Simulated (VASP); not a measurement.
# Si2Mo (sol) (I4/mmm) in VASP: single point with PBEsol

Aim: the single point of Si2Mo (sol) with PBEsol.

Program: VASP 6.6.1. These are calculated values, not measurements. Logs are shortened: lines on timing, memory, paths and dates and some standing lists are left out, and cuts for length are marked.

### Step 1. The cell of the first run

It takes space group I4/mmm (No. 139, tetragonal). The conventional cell has a = 3.204 Å, b = 3.204 Å, c = 7.816 Å, α = 90.00°, β = 90.00°, γ = 90.00°. Si (site symmetry 4mm) has 9 Si at 2.57 to 3.20 Å and 5 Mo at 2.61 to 2.62 Å within 3.4 Å. Within 3.4 Å of Mo (site symmetry 4/mmm) lie 10 Si at 2.61 to 2.62 Å and 4 Mo at 3.20 Å.

### Step 2. Single point, PBEsol

File INCAR:

```
PREC = Accurate
ENCUT = 520
EDIFF = 1E-7
ISMEAR = 0
SIGMA = 0.1
LREAL = False
LASPH = True
NELM = 100
ALGO = Normal
ISIF = 2
LWAVE = False
LCHARG = False
GGA = PS
NBANDS = 18
```

File KPOINTS:

```
Automatic mesh
0
Gamma
  8 8 8
```

File POSCAR:

```
Si2Mo
1.0
   -1.6021322800      1.6021322800      3.9080959800
    1.6021322800     -1.6021322800      3.9080959800
    1.6021322800      1.6021322800     -3.9080959800
Si Mo
2 1
Direct
    0.6645706300      0.6645706300      0.0000000000
    0.3354293700      0.3354293700      0.0000000000
    0.0000000000      0.0000000000      0.0000000000
```

Potentials or basis: VASP PAW PBE potentials, release 64 (Si, Mo_sv).

The run is started by

```sh
> cat potpaw_PBE.64/Si/POTCAR potpaw_PBE.64/Mo_sv/POTCAR > POTCAR
> mpirun -np 1 vasp_std > vasp.out
```

OUTCAR:

```text
PREC = Accurate
   ENCUT = 520
   EDIFF = 1E-7
   ISMEAR = 0
   LREAL = False
   LASPH = True
   NELM = 100
   ISIF = 2
   GGA = PS

 ion  position               nearest neighbor table
   1  0.665  0.665  0.000-   2 2.57   3 2.61   3 2.61   3 2.61   3 2.61   3 2.62   2 2.63   2 2.63
                             2 2.63   2 2.63
   2  0.335  0.335  0.000-   1 2.57   3 2.61   3 2.61   3 2.61   3 2.61   3 2.62   1 2.63   1 2.63
                             1 2.63   1 2.63
   3  0.000  0.000  0.000-   2 2.61   1 2.61   1 2.61   1 2.61   1 2.61   2 2.61   2 2.61   2 2.61
                             1 2.62   2 2.62

  LATTYP: Found a body centered tetragonal cell.
 ALAT       =     3.2042645600
 C/A-ratio  =     2.4393091811

  Lattice vectors:

 A1 = (  -1.6021322800,   1.6021322800,   3.9080959800)
 A2 = (   1.6021322800,  -1.6021322800,   3.9080959800)
 A3 = (   1.6021322800,   1.6021322800,  -3.9080959800)

Analysis of symmetry for initial positions (statically):
=====================================================================
 Subroutine PRICEL returns:
 Original cell was already a primitive cell.

 Routine SETGRP: Setting up the symmetry group for a
 body centered tetragonal supercell.

 Subroutine GETGRP returns: Found 16 space group operations
 (whereof 16 operations were pure point group operations)
 out of a pool of 16 trial point group operations.

The static configuration has the point symmetry D_4h.

Analysis of symmetry for dynamics (positions and initial velocities):
=====================================================================
 Subroutine PRICEL returns:
 Original cell was already a primitive cell.

 Routine SETGRP: Setting up the symmetry group for a
 body centered tetragonal supercell.

 Subroutine GETGRP returns: Found 16 space group operations
 (whereof 16 operations were pure point group operations)
 out of a pool of 16 trial point group operations.

The dynamic configuration has the point symmetry D_4h.

 Subroutine INISYM returns: Found 16 space group operations
 (whereof 16 operations are pure point group operations),
 and found     1 'primitive' translations

----------------------------------------------------------------------------------------

                                     Primitive cell

  volume of cell :      40.1256

  direct lattice vectors                    reciprocal lattice vectors
    -1.602132280  1.602132280  3.908095980     0.000000000  0.312084093  0.127939539
     1.602132280 -1.602132280  3.908095980     0.312084093  0.000000000  0.127939539
[... 90 lines left out ...]
   NSW    =      0    number of steps for IOM
   IBRION =     -1    ionic relax: 0-MD 1-quasi-New 2-CG
   NFREE  =      0    steps in history (QN), initial steepest desc. (CG)
   ISIF   =      2    stress and relaxation
   ISYM   =      2    0-nonsym 1-usesym 2-fastsym
   POTIM  = 0.5000    time-step for ionic-motion
   TEBEG  =    0.0;   TEEND  =   0.0 temperature during run
   PSTRESS=    0.0 pullay stress
   NELECT =      22.0000    total number of electrons
   NUPDOWN=      -1.0000    fix difference up-down
   EMIN   =  10.00;   EMAX   =-10.00  energy-range for DOS
   EFERMI =   0.00;   METHOD = LEGACY
   ISMEAR =     0;   SIGMA  =   0.10  broadening in eV -4-tet -1-fermi 0-gaus
   EFERMI_NEDOS =   21; number of points for ismear=-14 and -15
   IALGO  =     38    algorithm
   IMIX   =      4    mixing-type and parameters
     AMIX     =   0.40;   BMIX     =  1.00
     AMIX_MAG =   1.60;   BMIX_MAG =  1.00
  volume/ion in A,a.u.               =      13.38        90.26
  Fermi-wavevector in a.u.,A,eV,Ry     =   1.339908  2.532060 24.427277  1.795354
  Thomas-Fermi vector in A             =   2.468263
   LORBIT       =      0    0 simple, 1 ext, 2 COOP (PROOUT), +10 PAW based schemes
   GGA     = PS    functional components
   LHFCALC =     F    Hartree Fock is set to
   AEXX    =    0.0000 exact exchange contribution
   IVDW    =     0    specifies the selected vdW correction
   LEPSILON=     F    determine dielectric tensor
   LRPA    =     F    only Hartree local field effects (RPA)
 non-spin polarized calculation
 Gauss-broadening in eV      SIGMA  =   0.10
  energy-cutoff  :      520.00
  volume of cell :       40.13
 maximum number of plane-waves:      1104
 NGX is ok and might be reduce to    36
   NGX = 17   NGY = 17   NGZ = 17

 number of electron      22.0000000 magnetization

 Free energy of the ion-electron system (eV)
  ---------------------------------------------------
  ext. energy  EPLUGINS =         0.00000000
  ---------------------------------------------------
  free energy    TOTEN  =       -25.08115908 eV

  energy without entropy =      -25.08045011  energy(sigma->0) =      -25.08080459

 E-fermi :  12.1521     XC(G=0): -12.5228

 val. band max:       11.9332794143   @ k =   0.5000   0.5000   0.3750
 cond. band min:      12.1996146359   @ k =  -0.3750   0.5000   0.3750
 fundamental gap:      0.2663352217
 Fermi energy:        12.1520822047

 k-point     1 :       0.0000    0.0000    0.0000
  band No.  band energies     occupation
      1     -48.4029      2.00000
      2     -22.5858      2.00000
      3     -22.5116      2.00000
      4     -22.5116      2.00000
      5      -1.2170      2.00000
      6       5.7929      2.00000
[... 481 lines left out ...]
      5       2.9211      2.00000
      6       3.5344      2.00000
[... 10 lines left out ...]
     17      19.0487      0.00000
     18      20.6159      0.00000

 [... further k-points ...]

------------------------ aborting loop because EDIFF is reached ----------------------------------------

  FORCE on cell =-STRESS in cart. coord.  units (eV):
  Direction    XX          YY          ZZ          XY          YZ          ZX
  --------------------------------------------------------------------------------------
  -------------------------------------------------------------------------------------
  Total       -0.4571098     -0.4571098     -0.0581450      0.0000000      0.0000000      0.0000000
  in kB      -18.2519467    -18.2519467     -2.3216708      0.0000000      0.0000000      0.0000000
  external PRESSURE =     -12.9418548 kB  Pullay stress =       0.0000000 kB

 VOLUME and BASIS-vectors are now :
 -----------------------------------------------------------------------------
  energy-cutoff  :      520.00
  volume of cell :       40.13
      direct lattice vectors                 reciprocal lattice vectors
    -1.602132280  1.602132280  3.908095980     0.000000000  0.312084093  0.127939539
     1.602132280 -1.602132280  3.908095980     0.312084093  0.000000000  0.127939539
     1.602132280  1.602132280 -3.908095980     0.312084093  0.312084093  0.000000000

 POSITION                                       TOTAL-FORCE (eV/Angst)
 -----------------------------------------------------------------------------------
      0.00000      0.00000      5.19441         0.000000      0.000000      0.027338
      0.00000      0.00000      2.62178         0.000000      0.000000     -0.027338
      0.00000      0.00000      0.00000        -0.000000     -0.000000      0.000000
 -----------------------------------------------------------------------------------
    total drift:                                0.000000      0.000000     -0.000000

  FREE ENERGIE OF THE ION-ELECTRON SYSTEM (eV)
  ---------------------------------------------------
  free  energy   TOTEN  =       -25.0811590757 eV

  energy  without entropy=      -25.0804501124  energy(sigma->0) =      -25.08080459
```

OSZICAR:

```text
N       E                     dE             d eps       ncg     rms          rms(c)
DAV:   1     0.117898439080E+03    0.11790E+03   -0.11415E+04  2124   0.117E+03
DAV:   2    -0.229320814135E+02   -0.14083E+03   -0.13786E+03  2500   0.297E+02
DAV:   3    -0.260361235811E+02   -0.31040E+01   -0.30686E+01  2596   0.392E+01
DAV:   4    -0.260537962681E+02   -0.17673E-01   -0.17649E-01  2534   0.319E+00
DAV:   5    -0.260539061323E+02   -0.10986E-03   -0.10986E-03  2506   0.269E-01    0.227E+01
DAV:   6    -0.252543990980E+02    0.79951E+00   -0.57510E+00  2230   0.157E+01    0.491E+00
DAV:   7    -0.251216889250E+02    0.13271E+00   -0.81678E-01  2218   0.549E+00    0.462E+00
DAV:   8    -0.250821986848E+02    0.39490E-01   -0.98664E-02  2296   0.229E+00    0.426E-01
DAV:   9    -0.250812854589E+02    0.91323E-03   -0.18940E-03  2536   0.339E-01    0.240E-01
DAV:  10    -0.250811738847E+02    0.11157E-03   -0.48943E-04  2360   0.188E-01    0.570E-02
DAV:  11    -0.250811610428E+02    0.12842E-04   -0.13908E-04  2340   0.875E-02    0.362E-02
DAV:  12    -0.250811596851E+02    0.13577E-05   -0.16566E-05  2252   0.291E-02    0.801E-03
DAV:  13    -0.250811591631E+02    0.52199E-06   -0.10256E-06  2266   0.859E-03    0.163E-03
DAV:  14    -0.250811590757E+02    0.87397E-07   -0.21904E-08  1170   0.105E-03
   1 F= -.25081159E+02 E0= -.25080805E+02  d E =-.708963E-03
```

Run time: 61 s. Hardware: 1 thread of Intel Xeon Platinum 8259CL at 2.50GHz (Skylake/Cascade Lake), shared host; peak memory 0.22 GiB.

Results:

| Item | Value |
| --- | --- |
| Free energy | -25.0812 eV |
| Pressure | -1.3 GPa |
| Largest force | 0.027 eV/Å |
| Band gap on the k mesh | zero (band 11 reaches 12.68 eV, above the bottom of band 12 at 11.72 eV) |

Forces in eV/Å, atoms in the order of the input:
```
Si   0.000  0.000  0.027
Si   0.000  0.000 -0.027
Mo   0.000  0.000  0.000
```

Caveat: the PAW data sets were made with another functional, which shifts forces and pressure a little.
